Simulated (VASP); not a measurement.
# AlInAsP3 (P-6m2) in VASP: further runs, part 2 of 2

VASP 6.6.1. Earlier steps stand in the parts before.

### Step 4. Single point, PBE

This run uses another cell than the first one, of 23.93 Å³/atom.

Input file INCAR:

```
PREC     = Accurate       # precision mode
ENCUT    = 500            # plane-wave cutoff, eV
EDIFF    = 1E-6           # SCF threshold, eV
ISMEAR   = 0              # smearing method
SIGMA    = 0.1            # smearing width, eV
LREAL    = False          # projectors in reciprocal space
LASPH    = True           # aspherical terms in the spheres
NELM     = 120            # most SCF steps
ALGO     = Normal         # electronic algorithm
ISIF     = 2              # what is computed and relaxed
LWAVE    = False          # write WAVECAR
LCHARG   = True           # write CHGCAR
GGA      = PE             # functional
LELF     = True           # ELF
LVHAR    = True         
NBANDS   = 27             # bands
GGA_COMPAT= False
```

Input file KPOINTS:

```
Automatic mesh
0
Gamma
  6 6 4
```

Input file POSCAR:

```
AlInAsP3
1.0
    4.8608983510      0.0000000000      0.0000000000
   -2.4304491755      4.2096614572      0.0000000000
    0.0000000000      0.0000000000      7.0178851477
Al In P As
1 1 3 1
Direct
    0.0000000000      0.0000000000      0.0000000000
    0.3333333333      0.6666666667      0.0000000000
    0.6666666667      0.3333333333      0.6541079121
    0.6666666667      0.3333333333      0.3458920879
    0.3333333333      0.6666666667      0.5000000000
    0.6666666667      0.3333333333      0.0000000000
```

Command:

```bash
cat potpaw_PBE.64/Al/POTCAR potpaw_PBE.64/In_d/POTCAR potpaw_PBE.64/P/POTCAR potpaw_PBE.64/As/POTCAR > POTCAR
mpirun -np 1 vasp_std > vasp.out
```

It took 94 s on 1 thread of Intel Xeon Platinum 8488C (Sapphire Rapids), shared host; peak memory 0.3 GiB.

It converged, with:

| Quantity | Value |
| --- | --- |
| Free energy | -21.8651 eV |
| Pressure | 0.0 GPa |
| Largest force | 0.040 eV/Å |
| Band gap on the k mesh | zero (bands 18 and 19 overlap by 1.52 eV) |

Forces in eV/Å, atoms in the order of the input:
```
Al   0.000  0.000  0.000
In   0.000  0.000  0.000
P    0.000  0.000 -0.040
P    0.000  0.000  0.040
P    0.000  0.000  0.000
As   0.000  0.000  0.000
```

Levels at points of the mesh, in eV from the Fermi level:
```
           k point  band 15  band 16  band 17  band 18  band 19  band 20  band 21  band 22
(0.00, 0.00, 0.00)    -2.13    -1.91    -1.33    -0.95    -0.95    -0.23    -0.23     0.20
(0.50, 0.00, 0.00)    -2.37    -2.04    -1.21    -0.58     0.19     0.71     1.79     2.28
(0.00, 0.00, 0.50)    -3.41    -0.83    -0.83    -0.67     0.00     0.00     0.60     0.82
(0.50, 0.00, 0.50)    -3.01    -1.71    -0.05     0.57     1.37     1.37     1.54     2.21
```

Caveat: spin-orbit coupling is left out, which moves the levels of the heavy elements.

### Step 5. Relaxation of cell and atoms, PBE

Input file INCAR:

```
SYSTEM = AlInAsP3
PREC = Accurate ; ENCUT = 500
EDIFF = 1E-7 ; ISMEAR = 0
SIGMA = 0.1 ; LREAL = .False.
LASPH = .True. ; NELM = 120
ALGO = Normal ; ISIF = 3
LWAVE = .False. ; LCHARG = .False.
GGA = PE ; IBRION = 2
NSW = 90 ; EDIFFG = -0.04
GGA_COMPAT = .False. ; NELMIN = 4
```

Input file KPOINTS:

```
regular mesh
0
Gamma
  6 6 2
  0 0 0
```

Input file POSCAR:

```
AlInAsP3
1.0
    4.1694739300      0.0000000000      0.0000000000
   -2.0847369700      3.6108703400      0.0000000000
    0.0000000000      0.0000000000      8.5906001100
Al In P As
1 1 3 1
Direct
    0.0000000000      0.0000000000      0.0000000000
    0.3333333300      0.6666666700      0.0000000000
    0.6666666700      0.3333333300      0.7263691900
    0.6666666700      0.3333333300      0.2736308100
    0.3333333300      0.6666666700      0.5000000000
    0.6666666700      0.3333333300      0.0000000000
```

Command:

```bash
cat potpaw_PBE.64/Al/POTCAR potpaw_PBE.64/In_d/POTCAR potpaw_PBE.64/P/POTCAR potpaw_PBE.64/As/POTCAR > POTCAR
mpirun -np 1 vasp_std > vasp.out
```

Wall time 13 min (1 thread of Intel Xeon Platinum 8488C (Sapphire Rapids), shared host); peak memory 0.27 GiB.

It converged, with:

- Free energy: -22.2278 eV
- Relaxed volume: 24.04 Å³/atom
- Relaxed cell: a = 4.762 Å, b = 4.762 Å, c = 7.343 Å, α = 90.00°, β = 90.00°, γ = 120.00°
- Space group after relaxing (to 0.1 Å): P-6m2 (No. 187)
- Energy gained by relaxing: 992.7 meV/atom
- Ionic steps: 18
- Pressure after relaxing: 0.0 GPa
- Band gap on the k mesh: zero (bands 18 and 19 overlap by 1.35 eV)

The path:
| step | energy change (eV) | largest force (eV/Å) | pressure (GPa) | volume (Å³) |
| --- | --- | --- | --- | --- |
| 1 | 0.0000 | 2.1511 | 20.50 | 129.34 |
| 2 | -3.6818 | 0.9480 | -4.16 | 184.78 |
| 3 | -3.7175 | 1.3631 | -2.54 | 170.96 |
| 4 | -3.7299 | 1.2304 | -3.10 | 174.64 |
| 5 | -4.2520 | 2.0035 | -1.62 | 164.51 |
| 6 | -4.5030 | 3.0298 | 1.84 | 151.85 |
| 7 | -4.7472 | 3.2113 | 2.03 | 149.40 |
| 8 | -5.1495 | 1.9320 | 3.16 | 142.06 |
| 9 | -5.6330 | 0.0466 | 1.83 | 142.82 |
| 10 | -5.6979 | 1.1110 | 1.95 | 143.16 |
| 11 | -5.8860 | 0.2726 | 0.13 | 145.24 |
| 12 | -5.9334 | 0.3811 | -1.11 | 147.31 |
| 13 | -5.9343 | 0.3269 | -1.00 | 147.09 |
| 14 | -5.9483 | 0.2322 | -0.59 | 145.84 |
| 15 | -5.9556 | 0.1047 | -0.02 | 144.25 |
| 16 | -5.9556 | 0.0931 | 0.04 | 144.11 |
| 17 | -5.9560 | 0.0499 | 0.04 | 144.17 |
| 18 | -5.9562 | 0.0008 | 0.05 | 144.23 |

Final structure:
```yaml
crystal:
  lattice:
    - [4.76247, 0.00000, 0.00000]
    - [-2.38124, 4.12442, 0.00000]
    - [0.00000, 0.00000, 7.34283]
  atoms:
    - { symbol: Al, position: [0.00000, 0.00000, 0.00000] }
    - { symbol: In, position: [0.33333, 0.66667, 0.00000] }
    - { symbol: P, position: [0.66667, 0.33333, 0.65222] }
    - { symbol: P, position: [0.66667, 0.33333, 0.34778] }
    - { symbol: P, position: [0.33333, 0.66667, 0.50000] }
    - { symbol: As, position: [0.66667, 0.33333, 0.00000] }
```

Levels at points of the mesh, in eV from the Fermi level:
```
           k point  band 15  band 16  band 17  band 18  band 19  band 20  band 21  band 22
(0.00, 0.00, 0.00)    -2.38    -2.20    -1.23    -0.91    -0.91    -0.06    -0.06     0.53
(0.50, 0.00, 0.00)    -2.31    -2.23    -1.50    -0.45     0.28     1.05     2.07     2.69
(0.00, 0.00, 0.50)    -3.25    -0.84    -0.84    -0.49     0.15     0.15     0.64     0.88
(0.50, 0.00, 0.50)    -2.82    -2.01    -0.12     0.37     1.63     1.71     1.76     2.18
```

Caveat: the k points lie up to 0.43 Å⁻¹ apart in the final cell, too coarse for converged energies and pressures of a metal; spin-orbit coupling is left out, which moves the levels of the heavy elements.

### Step 6. Relaxation of cell and atoms, PBE

This run uses another cell than the first one, of 23.92 Å³/atom.

Input file INCAR:

```
PREC = Accurate
ENCUT = 500
EDIFF = 1E-7
ISMEAR = 0
SIGMA = 0.1
LREAL = F
LASPH = T
NELM = 120
ALGO = Normal
ISIF = 3
LWAVE = F
LCHARG = F
GGA = PE
IBRION = 2
NSW = 90
EDIFFG = -0.04
GGA_COMPAT = F
NELMIN = 4
```

Input file KPOINTS:

```
Automatic mesh
0
Gamma
  6 6 4
```

Input file POSCAR:

```
AlInAsP3
1.0
    4.7505781920      0.0000000000      0.0000000000
   -2.3752890960      4.1141213970      0.0000000000
    0.0000000000      0.0000000000      7.3420634346
Al In P As
1 1 3 1
Direct
    0.0000000000      0.0000000000      0.0000000000
    0.3333333333      0.6666666667      0.0000000000
    0.6666666667      0.3333333333      0.6526601193
    0.6666666667      0.3333333333      0.3473398807
    0.3333333333      0.6666666667      0.5000000000
    0.6666666667      0.3333333333      0.0000000000
```

Potentials or basis: VASP PAW PBE potentials, release 64 (Al, In_d, P, As).

Command:

```bash
cat potpaw_PBE.64/Al/POTCAR potpaw_PBE.64/In_d/POTCAR potpaw_PBE.64/P/POTCAR potpaw_PBE.64/As/POTCAR > POTCAR
mpirun -np 1 vasp_std > vasp.out
```

Wall time 7.9 min (1 thread of Intel Xeon Platinum 8488C (Sapphire Rapids), shared host); peak memory 0.3 GiB.

The run converged. Its results:

```yaml
Free_energy: -21.8651 eV
Relaxed_volume: 23.94 Å³/atom
Relaxed_cell: a = 4.861 Å, b = 4.861 Å, c = 7.021 Å, α = 90.00°, β = 90.00°, γ = 120.00°
Space_group_after_relaxing_to_0.1_Å: P-6m2 (No. 187)
Energy_gained_by_relaxing: 15.8 meV/atom
Ionic_steps: 9
Pressure_after_relaxing: 0.0 GPa
Largest_force_after_relaxing: 0.005 eV/Å
Band_gap_on_the_k_mesh: zero (bands 18 and 19 overlap by 1.52 eV)
```

Forces in eV/Å, atoms in the order of the input:
```
Al   0.000  0.000  0.000
In   0.000  0.000  0.000
P    0.000  0.000 -0.005
P    0.000  0.000  0.005
P    0.000  0.000  0.000
As   0.000  0.000  0.000
```

The path:
```
step  energy change (eV)  largest force (eV/Å)  pressure (GPa)  volume (Å³)
   1              0.0000                0.0761           -0.14       143.50
   2             -0.0434                0.1410           -0.26       143.02
   3             -0.0630                0.0999            1.41       141.32
   4             -0.0900                0.0566            0.24       142.25
   5             -0.0920                0.0137            0.52       142.00
   6             -0.0922                0.0234            0.45       142.06
   7             -0.0941                0.0723           -0.12       143.87
   8             -0.0943                0.0529            0.00       143.49
   9             -0.0945                0.0050            0.00       143.67
```

Final structure:
```yaml
crystal:
  lattice:
    - [4.86098, 0.00000, 0.00000]
    - [-2.43049, 4.20974, 0.00000]
    - [0.00000, 0.00000, 7.02076]
  atoms:
    - { symbol: Al, position: [0.00000, 0.00000, 0.00000] }
    - { symbol: In, position: [0.33333, 0.66667, 0.00000] }
    - { symbol: P, position: [0.66667, 0.33333, 0.65382] }
    - { symbol: P, position: [0.66667, 0.33333, 0.34618] }
    - { symbol: P, position: [0.33333, 0.66667, 0.50000] }
    - { symbol: As, position: [0.66667, 0.33333, 0.00000] }
```

Levels at points of the mesh, in eV from the Fermi level:
| k point | band 14 | band 15 | band 16 | band 17 | band 18 | band 19 | band 20 | band 21 | band 22 |
| --- | --- | --- | --- | --- | --- | --- | --- | --- | --- |
| (0.00, 0.00, 0.00) | -2.53 | -2.14 | -1.91 | -1.33 | -0.95 | -0.95 | -0.22 | -0.22 | 0.20 |
| (0.50, 0.00, 0.00) | -3.27 | -2.38 | -2.05 | -1.20 | -0.58 | 0.19 | 0.71 | 1.79 | 2.28 |
| (0.00, 0.00, 0.50) | -3.41 | -3.41 | -0.83 | -0.83 | -0.67 | 0.00 | 0.00 | 0.60 | 0.82 |
| (0.50, 0.00, 0.50) | -3.90 | -3.02 | -1.71 | -0.05 | 0.57 | 1.36 | 1.37 | 1.54 | 2.21 |

Caveat: spin-orbit coupling is left out, which moves the levels of the heavy elements.

### Step 7. Summary

| task | cell | k mesh | gap on the mesh (eV) | pressure (GPa) | relaxed volume (Å³/atom) | largest force (eV/Å) |
| --- | --- | --- | --- | --- | --- | --- |
| single point | a = 4.169, b = 4.169, c = 8.591 Å, angles 90.0, 90.0, 120.0°, 6 atoms, atomic positions A | 6 × 6 × 2 | none | 20.5 | - | 2.15 |
| single point | a = 4.751, b = 4.751, c = 7.342 Å, angles 90.0, 90.0, 120.0°, 6 atoms, atomic positions B | 6 × 6 × 2 | none | 0.3 | - | 0.05 |
| single point | a = 4.861, b = 4.861, c = 7.018 Å, angles 90.0, 90.0, 120.0°, 6 atoms, atomic positions C | 6 × 6 × 4 | none | 0.0 | - | 0.04 |
| relaxation of cell and atoms | relaxed from a = 4.169, b = 4.169, c = 8.591 Å, angles 90.0, 90.0, 120.0°, 6 atoms, atomic positions A | 6 × 6 × 2 | none | 0.0 | 24.04 | - |
| relaxation of cell and atoms | relaxed from a = 4.751, b = 4.751, c = 7.342 Å, angles 90.0, 90.0, 120.0°, 6 atoms, atomic positions B | 6 × 6 × 4 | none | 0.0 | 23.94 | - |

Alike in all rows: level PBE; potentials or basis VASP PAW PBE potentials, release 64 (Al, In_d, P, As); no spin polarisation; cutoff (eV) 500; smearing gaussian 0.1 eV.

Caveats: some runs use coarse meshes; spin-orbit coupling is left out, which moves the levels of the heavy elements; semilocal functionals underestimate gaps, and a narrow one can read as zero (at least some runs); forces of over 1 eV/Å act on the atoms, so gaps and moduli don't describe the material at rest (at least some runs).

Absolute energies hang on the potentials; compare differences alone.
